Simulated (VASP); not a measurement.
# Ga2SbP3 (Cmmm) in VASP: further runs

Aim: see how the results for Ga2SbP3 move with the level of theory and the settings. Levels: PBEsol, r2SCAN+rVV10. Tasks: single point.

Program: VASP 6.6.1. These are calculated values, not measurements. Logs are shortened: lines on timing, memory, paths and dates and some standing lists are left out, and cuts for length are marked.

## 1. The cell of the first run

It takes space group Cmmm (No. 65, orthorhombic). Conventional cell: a = 5.241 Å, b = 11.680 Å, c = 3.947 Å, α = 90.00°, β = 90.00°, γ = 90.00°. Within 3.2 Å of Ga (site symmetry m2m) lie 5 P at 2.42 to 2.63 Å. Within 3.5 Å of Sb (site symmetry mmm) lie 6 P at 2.62 to 2.66 Å. P (site symmetry m2m) has 3 Ga at 2.42 to 2.63 Å and 2 Sb at 2.66 Å within 3.2 Å. Within 3.4 Å of P (site symmetry mmm) lie 4 Ga at 2.56 Å and 2 Sb at 2.62 Å.

## 2. Single point, PBEsol

The input, INCAR:

```
SYSTEM = Ga2SbP3
  ALGO = Normal
  EDIFF = 1E-6
  ENCUT = 520
  GGA = PS
  ISIF = 2
  ISMEAR = -1
  LASPH = .TRUE.
  LCHARG = .FALSE.
  LREAL = .FALSE.
  LWAVE = .FALSE.
  NBANDS = 32
  NELM = 80
  PREC = Accurate
  SIGMA = 0.03
```

The input, KPOINTS:

```
k-points
0
G
  4 4 6
  0 0 0
```

The input, POSCAR:

```
Ga2SbP3
1.0
    2.6207108625     -5.8400609463      0.0000000000
    2.6207108625      5.8400609463      0.0000000000
    0.0000000000      0.0000000000      3.9467616932
Ga Sb P
2 1 3
Direct
    0.6394407169      0.3605592831      0.5000000000
    0.3605592831      0.6394407169      0.5000000000
    0.0000000000      0.0000000000      0.0000000000
    0.1532471364      0.8467528636      0.5000000000
    0.8467528636      0.1532471364      0.5000000000
    0.5000000000      0.5000000000      0.0000000000
```

Potentials or basis: VASP PAW PBE potentials, release 64 (Ga_d, Sb, P).

Started as:

```console
$ cat potpaw_PBE.64/Ga_d/POTCAR potpaw_PBE.64/Sb/POTCAR potpaw_PBE.64/P/POTCAR > POTCAR
$ mpirun -np 1 vasp_std > vasp.out
```

OUTCAR:

```text
SYSTEM = Ga2SbP3
   EDIFF = 1E-6
   ENCUT = 520
   GGA = PS
   ISIF = 2
   ISMEAR = -1
   LASPH = .TRUE.
   LREAL = .FALSE.
   NELM = 80
   PREC = Accurate

 ion  position               nearest neighbor table
   1  0.639  0.361  0.500-   5 2.42   6 2.56   6 2.56   4 2.63   4 2.63
   2  0.361  0.639  0.500-   4 2.42   6 2.56   6 2.56   5 2.63   5 2.63
   3  0.000  0.000  0.000-   6 2.62   6 2.62   4 2.66   4 2.66   5 2.66   5 2.66
   4  0.153  0.847  0.500-   2 2.42   1 2.63   1 2.63   3 2.66   3 2.66
   5  0.847  0.153  0.500-   1 2.42   2 2.63   2 2.63   3 2.66   3 2.66
   6  0.500  0.500  0.000-   1 2.56   2 2.56   1 2.56   2 2.56   3 2.62   3 2.62

  LATTYP: Found a base centered orthorhombic cell.
 ALAT       =     5.2414217250
 B/A-ratio  =     2.2284262754
 C/A-ratio  =     0.7529944928

  Lattice vectors:

 A1 = (   2.6207108625,  -5.8400609463,   0.0000000000)
 A2 = (   2.6207108625,   5.8400609463,   0.0000000000)
 A3 = (   0.0000000000,   0.0000000000,   3.9467616932)

Analysis of symmetry for initial positions (statically):
=====================================================================
 Subroutine PRICEL returns:
 Original cell was already a primitive cell.

 Routine SETGRP: Setting up the symmetry group for a
 base centered orthorhombic supercell.

 Subroutine GETGRP returns: Found  8 space group operations
 (whereof  8 operations were pure point group operations)
 out of a pool of  8 trial point group operations.

The static configuration has the point symmetry D_2h.

Analysis of symmetry for dynamics (positions and initial velocities):
=====================================================================
 Subroutine PRICEL returns:
 Original cell was already a primitive cell.

 Routine SETGRP: Setting up the symmetry group for a
 base centered orthorhombic supercell.

 Subroutine GETGRP returns: Found  8 space group operations
 (whereof  8 operations were pure point group operations)
 out of a pool of  8 trial point group operations.

The dynamic configuration has the point symmetry D_2h.

 Subroutine INISYM returns: Found  8 space group operations
 (whereof  8 operations are pure point group operations),
 and found     1 'primitive' translations

----------------------------------------------------------------------------------------

                                     Primitive cell

  volume of cell :     120.8113

  direct lattice vectors                    reciprocal lattice vectors
     2.620710863 -5.840060946  0.000000000     0.190787930 -0.085615545  0.000000000
     2.620710863  5.840060946  0.000000000     0.190787930  0.085615545  0.000000000
     0.000000000  0.000000000  3.946761693     0.000000000  0.000000000  0.253372278

  length of vectors
     6.401127813  6.401127813  3.946761693     0.209117325  0.209117325  0.253372278

  position of ions in fractional coordinates (direct lattice)
     0.639440717  0.360559283  0.500000000
     0.360559283  0.639440717  0.500000000
     0.000000000  0.000000000  0.000000000
     0.153247136  0.846752864  0.500000000
     0.846752864  0.153247136  0.500000000
     0.500000000  0.500000000  0.000000000

  ion indices of the primitive-cell ions
   primitive index   ion index
                 1           1
                 2           2
                 3           3
                 4           4
                 5           5
                 6           6

----------------------------------------------------------------------------------------

 KPOINTS: k-points

Automatic generation of k-mesh.
 Grid dimensions read from file:
 generate k-points for:    4    4    6

 Generating k-lattice:

  Cartesian coordinates                     Fractional coordinates (reciprocal lattice)
     0.047696982 -0.021403886  0.000000000     0.250000000 -0.000000000  0.000000000
     0.047696982  0.021403886  0.000000000    -0.000000000  0.250000000  0.000000000
     0.000000000  0.000000000  0.042228713     0.000000000  0.000000000  0.166666667

  Length of vectors
     0.052279331  0.052279331  0.042228713

  Shift w.r.t. Gamma in fractional coordinates (k-lattice)
     0.000000000  0.000000000  0.000000000

 Subroutine IBZKPT returns following result:
 ===========================================

 Found     28 irreducible k-points:

 Following reciprocal coordinates:
            Coordinates               Weight
  0.000000  0.000000  0.000000      1.000000
  0.250000  0.000000  0.000000      4.000000
  0.500000  0.000000  0.000000      2.000000
  0.250000  0.250000  0.000000      2.000000
  0.500000  0.250000  0.000000      4.000000
 -0.250000  0.250000  0.000000      2.000000
[... 16 lines left out ...]
  0.250000  0.000000  0.500000      4.000000
  0.500000  0.000000  0.500000      2.000000
 [... further k-points ...]
   k-points           NKPTS =     28   k-points in BZ     NKDIM =     28   number of bands    NBANDS=     32
   number of dos      NEDOS =    301   number of ions     NIONS =      6
   total plane-waves  NPLWV =  69120
   dimension x,y,z NGX =    48 NGY =   48 NGZ =   30
   dimension x,y,z NGXF=    96 NGYF=   96 NGZF=   60
   ions per type =               2   1   3
   NGX,Y,Z   is equivalent  to a cutoff of  12.47, 12.47, 12.64 a.u.
   NGXF,Y,Z  is equivalent  to a cutoff of  24.93, 24.93, 25.27 a.u.
 SYSTEM =  Ga2SbP3
   PREC   = accura    normal or accurate (medium, high low for compatibility)
   ISTART =      0    job   : 0-new  1-cont  2-samecut
   ICHARG =      2    charge: 1-file 2-atom 10-const
   ISPIN  =      1    spin polarized calculation?
   LNONCOLLINEAR =      F non collinear calculations
   LSORBIT =      F    spin-orbit coupling
   LASPH  =      T    aspherical Exc in radial PAW
   ENCUT  =  520.0 eV  38.22 Ry    6.18 a.u.  11.90 11.90  7.34*2*pi/ulx,y,z
   NELM   =     80;   NELMIN=  2; NELMDL= -5     # of ELM steps
   EDIFF  = 0.1E-05   stopping-criterion for ELM
   LREAL  =      F    real-space projection
   EDIFFG = 0.1E-04   stopping-criterion for IOM
   NSW    =      0    number of steps for IOM
   IBRION =     -1    ionic relax: 0-MD 1-quasi-New 2-CG
   NFREE  =      0    steps in history (QN), initial steepest desc. (CG)
   ISIF   =      2    stress and relaxation
   ISYM   =      2    0-nonsym 1-usesym 2-fastsym
   POTIM  = 0.5000    time-step for ionic-motion
   TEBEG  =    0.0;   TEEND  =   0.0 temperature during run
   PSTRESS=    0.0 pullay stress
   NELECT =      46.0000    total number of electrons
   NUPDOWN=      -1.0000    fix difference up-down
   EMIN   =  10.00;   EMAX   =-10.00  energy-range for DOS
   EFERMI =   0.00;   METHOD = LEGACY
   ISMEAR =    -1;   SIGMA  =   0.03  broadening in eV -4-tet -1-fermi 0-gaus
   EFERMI_NEDOS =   21; number of points for ismear=-14 and -15
   IALGO  =     38    algorithm
   IMIX   =      4    mixing-type and parameters
     AMIX     =   0.40;   BMIX     =  1.00
     AMIX_MAG =   1.60;   BMIX_MAG =  1.00
  volume/ion in A,a.u.               =      20.14       135.88
  Fermi-wavevector in a.u.,A,eV,Ry     =   1.186565  2.242283 19.156149  1.407937
  Thomas-Fermi vector in A             =   2.322735
   LORBIT       =      0    0 simple, 1 ext, 2 COOP (PROOUT), +10 PAW based schemes
   GGA     = PS    functional components
   LHFCALC =     F    Hartree Fock is set to
   AEXX    =    0.0000 exact exchange contribution
   IVDW    =     0    specifies the selected vdW correction
   LEPSILON=     F    determine dielectric tensor
   LRPA    =     F    only Hartree local field effects (RPA)
 non-spin polarized calculation
  energy-cutoff  :      520.00
  volume of cell :      120.81
 maximum number of plane-waves:      3282
   NGX = 23   NGY = 23   NGZ = 15

 number of electron      45.9999994 magnetization

 Free energy of the ion-electron system (eV)
  ---------------------------------------------------
  ext. energy  EPLUGINS =         0.00000000
  ---------------------------------------------------
  free energy    TOTEN  =       -28.26094957 eV

  energy without entropy =      -28.25650575  energy(sigma->0) =      -28.25872766

 E-fermi :   6.3509     XC(G=0): -10.3311

 val. band max:        6.2917981729   @ k =   0.5000   0.0000   0.5000
 cond. band min:       6.3744596305   @ k =   0.2500   0.0000   0.5000
 fundamental gap:      0.0826614576
 Fermi energy:         6.3508537386

 k-point     1 :       0.0000    0.0000    0.0000
  band No.  band energies     occupation
      1      -8.5934      2.00000
      2      -8.5869      2.00000
      3      -8.5568      2.00000
      4      -8.5505      2.00000
      5      -8.5172      2.00000
      6      -8.4966      2.00000
[... 24 lines left out ...]
     31      11.8133      0.00000
     32      12.1389      0.00000

 k-point     2 :       0.2500    0.0000    0.0000
  band No.  band energies     occupation
      1      -8.5903      2.00000
      2      -8.5761      2.00000
      3      -8.5490      2.00000
      4      -8.5399      2.00000
      5      -8.5259      2.00000
      6      -8.4989      2.00000
[... 24 lines left out ...]
     31      10.9847      0.00000
     32      12.3943      0.00000

 k-point     3 :       0.5000    0.0000    0.0000
  band No.  band energies     occupation
      1      -8.5907      2.00000
      2      -8.5587      2.00000
      3      -8.5474      2.00000
      4      -8.5400      2.00000
      5      -8.5214      2.00000
      6      -8.5013      2.00000
[... 24 lines left out ...]
     31      11.1835      0.00000
     32      11.3129      0.00000

 k-point     4 :       0.2500    0.2500    0.0000
  band No.  band energies     occupation
      1      -8.5929      2.00000
      2      -8.5593      2.00000
      3      -8.5474      2.00000
      4      -8.5387      2.00000
      5      -8.5192      2.00000
      6      -8.5011      2.00000
[... 654 lines left out ...]
     31      12.2062      0.00000
     32      13.1325      0.00000

 k-point    23 :       0.2500    0.0000    0.5000
  band No.  band energies     occupation
      1      -8.6295      2.00000
      2      -8.5827      2.00000
      3      -8.5474      2.00000
      4      -8.5249      2.00000
      5      -8.5136      2.00000
      6      -8.4972      2.00000
[... 24 lines left out ...]
     31      11.7080      0.00000
     32      12.6790      0.00000

 k-point    24 :       0.5000    0.0000    0.5000
  band No.  band energies     occupation
      1      -8.6248      2.00000
      2      -8.5834      2.00000
      3      -8.5177      2.00000
      4      -8.5168      2.00000
      5      -8.5150      2.00000
      6      -8.5136      2.00000
[... 24 lines left out ...]
     31      11.4262      0.00000
     32      11.8386      0.00000

 [... further k-points ...]
[... 5 lines left out ...]
  --------------------------------------------------------------------------------------
  -------------------------------------------------------------------------------------
  Total        0.0924000      0.0897969      0.0800136      0.0000000      0.0000000      0.0000000
  in kB        1.2253923      1.1908703      1.0611258      0.0000000      0.0000000      0.0000000
  external PRESSURE =       1.1591295 kB  Pullay stress =       0.0000000 kB

 VOLUME and BASIS-vectors are now :
 -----------------------------------------------------------------------------
  energy-cutoff  :      520.00
  volume of cell :      120.81
      direct lattice vectors                 reciprocal lattice vectors
     2.620710863 -5.840060946  0.000000000     0.190787930 -0.085615545  0.000000000
     2.620710863  5.840060946  0.000000000     0.190787930  0.085615545  0.000000000
     0.000000000  0.000000000  3.946761693     0.000000000  0.000000000  0.253372278

 POSITION                                       TOTAL-FORCE (eV/Angst)
 -----------------------------------------------------------------------------------
      2.62071     -1.62868      1.97338        -0.000000      0.002580      0.000000
      2.62071      1.62868      1.97338        -0.000000     -0.002580      0.000000
      0.00000      0.00000      0.00000        -0.000000     -0.000000      0.000000
      2.62071      4.05012      1.97338        -0.000000     -0.023382      0.000000
      2.62071     -4.05012      1.97338        -0.000000      0.023382      0.000000
      2.62071      0.00000      0.00000         0.000000     -0.000000      0.000000
 -----------------------------------------------------------------------------------
    total drift:                                0.000000     -0.000000      0.000000

  FREE ENERGIE OF THE ION-ELECTRON SYSTEM (eV)
  ---------------------------------------------------
  free  energy   TOTEN  =       -28.2609495701 eV

  energy  without entropy=      -28.2565057507  energy(sigma->0) =      -28.25872766
```

Wall time 2 min (1 thread of Intel Xeon 6975P-C, shared host); peak memory 0.31 GiB.

Results:

```
Free energy            : -28.2609 eV
Pressure               : 0.1 GPa
Largest force          : 0.023 eV/Å
Band gap on the k mesh : zero (band 23 reaches 7.10 eV, above the bottom of band 24 at 5.36 eV)
```

Forces in eV/Å, atoms in the order of the input:
```
Ga   0.000  0.003  0.000
Ga   0.000 -0.003  0.000
Sb   0.000  0.000  0.000
P    0.000 -0.023  0.000
P    0.000  0.023  0.000
P    0.000  0.000  0.000
```

Levels at points of the mesh, in eV from the Fermi level:
| k point | band 21 | band 22 | band 23 | band 24 | band 25 | band 26 |
| --- | --- | --- | --- | --- | --- | --- |
| (0.00, 0.00, 0.00) | -1.00 | -0.97 | -0.50 | -0.50 | 0.37 | 2.28 |
| (0.50, 0.00, 0.00) | -0.72 | -0.72 | -0.31 | -0.15 | 1.37 | 1.91 |
| (0.50, 0.50, 0.00) | -2.47 | -1.57 | -1.25 | 1.05 | 1.49 | 1.98 |
| (0.00, 0.00, 0.50) | -2.93 | -2.55 | -2.18 | 0.87 | 2.88 | 2.97 |
| (0.50, 0.00, 0.50) | -1.18 | -0.06 | 0.75 | 0.94 | 1.10 | 1.38 |
| (0.50, 0.50, 0.50) | -1.96 | -1.92 | -1.31 | -0.75 | 0.34 | 1.91 |

Caveat: the PAW data sets were made with another functional, which shifts forces and pressure a little; spin-orbit coupling is left out, which moves the levels of the heavy elements.

## 3. Single point, r2SCAN+rVV10

This run uses another cell than the first one, of 20.25 Å³/atom, 1.006 times its volume.

The input, POSCAR:

```
Ga2SbP3
1.0
    2.6295978374     -5.8056716667      0.0000000000
    2.6295978374      5.8056716667      0.0000000000
    0.0000000000      0.0000000000      3.9798869485
Ga Sb P
2 1 3
Direct
    0.6399641084      0.3600358916      0.5000000000
    0.3600358916      0.6399641084      0.5000000000
    0.0000000000      0.0000000000      0.0000000000
    0.1528764338      0.8471235662      0.5000000000
    0.8471235662      0.1528764338      0.5000000000
    0.5000000000      0.5000000000      0.0000000000
```

The input, INCAR.step1:

```
SYSTEM = Ga2SbP3
PREC     = Accurate       ! precision mode
ENCUT    = 520            ! plane-wave cutoff, eV
ISMEAR   = -1             ! smearing method
SIGMA    = 0.03           ! smearing width, eV
LREAL    = .False.        ! projectors in reciprocal space
LASPH    = .True.         ! aspherical terms in the spheres
NELM     = 80             ! most SCF steps
NBANDS   = 32             ! bands
GGA      = PE             ! functional
ALGO     = Normal         ! electronic algorithm
EDIFF    = 1E-4           ! SCF threshold, eV
LWAVE    = .True.         ! write WAVECAR
LCHARG   = .False.        ! write CHGCAR
```

The input, INCAR.step2:

```
SYSTEM = Ga2SbP3
PREC     = Accurate       ! precision mode
ENCUT    = 520            ! plane-wave cutoff, eV
EDIFF    = 1E-6           ! SCF threshold, eV
ISMEAR   = -1             ! smearing method
SIGMA    = 0.03           ! smearing width, eV
LREAL    = .False.        ! projectors in reciprocal space
LASPH    = .True.         ! aspherical terms in the spheres
NELM     = 80             ! most SCF steps
ALGO     = Normal         ! electronic algorithm
ISIF     = 2              ! what is computed and relaxed
LWAVE    = .False.        ! write WAVECAR
LCHARG   = .True.         ! write CHGCAR
METAGGA  = R2SCAN         ! meta-GGA
LMIXTAU  = .True.       
LUSE_VDW = .True.       
IVDW_NL  = 2            
BPARAM   = 11.95        
CPARAM   = 0.0093       
LELF     = .True.         ! ELF
LVHAR    = .True.       
NBANDS   = 32             ! bands
ISTART   = 1
```

The input, KPOINTS:

```
regular mesh
0
Gamma
  6 6 6
  0 0 0
```

Potentials or basis: VASP PAW PBE potentials, release 64 (Ga_d, Sb, P).

Started as:

```console
$ cat potpaw_PBE.64/Ga_d/POTCAR potpaw_PBE.64/Sb/POTCAR potpaw_PBE.64/P/POTCAR > POTCAR
$ cp INCAR.step1 INCAR
$ mpirun -np 1 vasp_std > vasp.out
$ cp INCAR.step2 INCAR
$ mpirun -np 1 vasp_std > vasp.out
```

Run time: 12 min. Hardware: 1 thread of Intel Xeon 6975P-C, shared host; peak memory 0.65 GiB.

Results (log left out):

```yaml
Free_energy: -73.9711 eV
Pressure: 0.1 GPa
Largest_force: 0.019 eV/Å
Band_gap_on_the_k_mesh: zero (band 23 reaches 7.13 eV, above the bottom of band 24 at 5.68 eV)
```

Forces on the atoms (eV/Å):
```
Ga   0.000 -0.007  0.000
Ga   0.000  0.007  0.000
Sb   0.000  0.000  0.000
P    0.000 -0.019  0.000
P    0.000  0.019  0.000
P    0.000  0.000  0.000
```

Levels at points of the mesh, in eV from the Fermi level:
```tsv
k point	band 21	band 22	band 23	band 24	band 25	band 26
(0.00, 0.00, 0.00)	-1.30	-1.15	-0.72	-0.31	0.43	2.32
(0.50, 0.00, 0.00)	-0.96	-0.78	-0.38	-0.25	1.47	1.92
(0.50, 0.50, 0.00)	-2.63	-1.84	-1.57	1.22	1.56	2.09
(0.00, 0.00, 0.50)	-3.10	-2.81	-2.23	0.85	3.12	3.34
(0.50, 0.00, 0.50)	-1.35	-0.23	0.75	0.99	1.27	1.38
(0.50, 0.50, 0.50)	-2.15	-2.14	-1.28	-0.63	0.38	2.07
```

Caveat: the PAW data sets were made with another functional, which shifts forces and pressure a little; spin-orbit coupling is left out, which moves the levels of the heavy elements.
